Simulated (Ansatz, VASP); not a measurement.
Two plane-wave programs on Al

The input INCAR:

```
PREC     = Accurate       # precision mode
ENCUT    = 520            # plane-wave cutoff, eV
EDIFF    = 1E-7           # SCF threshold, eV
ISMEAR   = 0              # smearing method
SIGMA    = 0.15           # smearing width, eV
LREAL    = False          # projectors in reciprocal space
LASPH    = True           # aspherical terms in the spheres
NELM     = 100            # most SCF steps
ALGO     = Fast           # electronic algorithm
ISIF     = 2              # what is computed and relaxed
LWAVE    = False          # write WAVECAR
LCHARG   = False          # write CHGCAR
GGA      = PS             # functional
NBANDS   = 22             # bands
```

The input KPOINTS:

```
regular mesh
0
Gamma
  19 19 3
```

The input POSCAR:

```
Al
1.0
   -2.8362844918      0.0000000000      0.0000000000
   -1.4181422459     -2.4562944223      0.0000000000
    0.0000000000      0.0000000000     18.6442989101
Al
8
Direct
    0.0000000000      0.0000000000      0.5000000000
    0.0000000000      0.0000000000      0.0000000000
    0.3333333333      0.3333333333      0.1250000000
    0.3333333333      0.3333333333      0.6250000000
    0.0000000000      0.0000000000      0.2500000000
    0.0000000000      0.0000000000      0.7500000000
    0.6666666667      0.6666666667      0.3750000000
    0.6666666667      0.6666666667      0.8750000000
```

Input for Ansatz:

```yaml
crystal:
  lattice:
    - [-2.8362844918, 0.0, 0.0]
    - [-1.4181422459, -2.4562944223, 0.0]
    - [0.0, 0.0, 18.6442989101]
  atoms:
    - { symbol: Al, position: [0.0, 0.0, 0.5] }
    - { symbol: Al, position: [0.0, 0.0, 0.0] }
    - { symbol: Al, position: [0.3333333333, 0.3333333333, 0.125] }
    - { symbol: Al, position: [0.3333333333, 0.3333333333, 0.625] }
    - { symbol: Al, position: [0.0, 0.0, 0.25] }
    - { symbol: Al, position: [0.0, 0.0, 0.75] }
    - { symbol: Al, position: [0.6666666667, 0.6666666667, 0.375] }
    - { symbol: Al, position: [0.6666666667, 0.6666666667, 0.875] }
basis:
  ecutwfc: 420
kpoints:
  mp_grid: { grid: [19, 19, 3] }
hamiltonian:
  xc: pbesol
scf:
  occupations: { method: gaussian, width: 0.15 }
output:
  forces: true
  stress: true
  eigenvalues: true
  write_density: true
  write_potential: true
  elf: true
  volumetric_format: npy
```

Alike in both runs: task single point; functional PBEsol; k mesh 19 × 19 × 3; occupations gaussian, width 0.15 eV; no spin polarisation.

|  | VASP | Ansatz |
| --- | --- | --- |
| version | VASP 6.6.1 | Ansatz 0.2.0 |
| potentials or method | VASP PAW PBE potentials, release 64 (Al), cutoff 520 eV | scalar-relativistic, plane waves, PAW |
| valence electrons in the cell | 24 | 24 |

Ansatz gave:

* gap on the k mesh at the Fermi level (eV): none
* pressure (GPa): 0.0
* traceless stress, the component that is largest in VASP (GPa): 0.38

Question: What did VASP give for the same quantities?

Answer: gap on the k mesh at the Fermi level (eV): none; pressure (GPa): 0.1; traceless stress, the component that is largest in VASP (GPa): 0.38.

VASP's potentials were made for PBE, not for PBEsol. A gap of «none» marks a metal or a gap that the smearing closes.
